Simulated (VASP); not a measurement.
P:

```
P
1.0
     1.64774   -5.46504    0.00000
     1.64774    5.46504    0.00000
     0.00000    0.00000    4.54364
P
4
Direct
  0.87372 0.06075 0.57551
  0.07208 0.88197 0.38434
  0.58082 0.39050 0.07671
  0.41331 0.59504 0.89220
```

This cell differs from its parent crystal: atoms moved at random.

| Property | Result |
| --- | --- |
| Program | VASP 6.6.1 |
| Task | relaxation of the atoms |
| Functional | PBEsol |
| Potentials or basis | VASP PAW PBE potentials, release 64 (P) |
| Cutoff | 510 eV |
| k mesh | 7 × 7 × 5 |
| Occupations | gaussian, width 0.03 eV |
| Spin | no spin polarisation |

At the start: pressure 2.1 GPa; volume 20.46 Å³/atom.

**Question.** Where does the relaxation end?

**Answer.** Over 19 steps the energy falls by 43.6 meV/atom; space group C2 (No. 5, to 0.1 Å) before, Cmce (No. 64, to 0.1 Å).

The path:
```csv
step,energy change (eV),largest force (eV/Å),pressure (GPa)
1,0.0000,1.6586,2.10
2,-0.1632,0.3729,-1.01
3,-0.1640,0.3467,-0.84
4,-0.1734,0.1138,-1.49
5,-0.1735,0.1241,-1.57
6,-0.1742,0.0252,-1.70
7,-0.1742,0.0292,-1.73
8,-0.1743,0.0221,-1.73
9,-0.1744,0.0149,-1.73
10,-0.1744,0.0206,-1.73
11,-0.1744,0.0153,-1.70
12,-0.1744,0.0097,-1.71
13,-0.1744,0.0069,-1.70
14,-0.1744,0.0090,-1.69
15,-0.1744,0.0046,-1.70
16,-0.1744,0.0057,-1.70
17,-0.1744,0.0040,-1.71
18,-0.1744,0.0045,-1.71
19,-0.1744,0.0020,-1.71
```

Final structure:
```cif
data_structure
_symmetry_space_group_name_H-M 'P 1'
_symmetry_Int_Tables_number 1
_cell_length_a 5.7080
_cell_length_b 5.7080
_cell_length_c 4.5436
_cell_angle_alpha 90.000
_cell_angle_beta 90.000
_cell_angle_gamma 146.443
_cell_volume 81.83
loop_
_atom_site_label
_atom_site_type_symbol
_atom_site_fract_x
_atom_site_fract_y
_atom_site_fract_z
_atom_site_occupancy
P1 P 0.88824 0.07873 0.56809 1
P2 P 0.08167 0.88543 0.39630 1
P3 P 0.58171 0.38539 0.06806 1
P4 P 0.38831 0.57872 0.89632 1
```

Caveat: the cell differs from its parent crystal (atoms moved at random); the PAW data sets were made with another functional, which shifts forces and pressure a little.
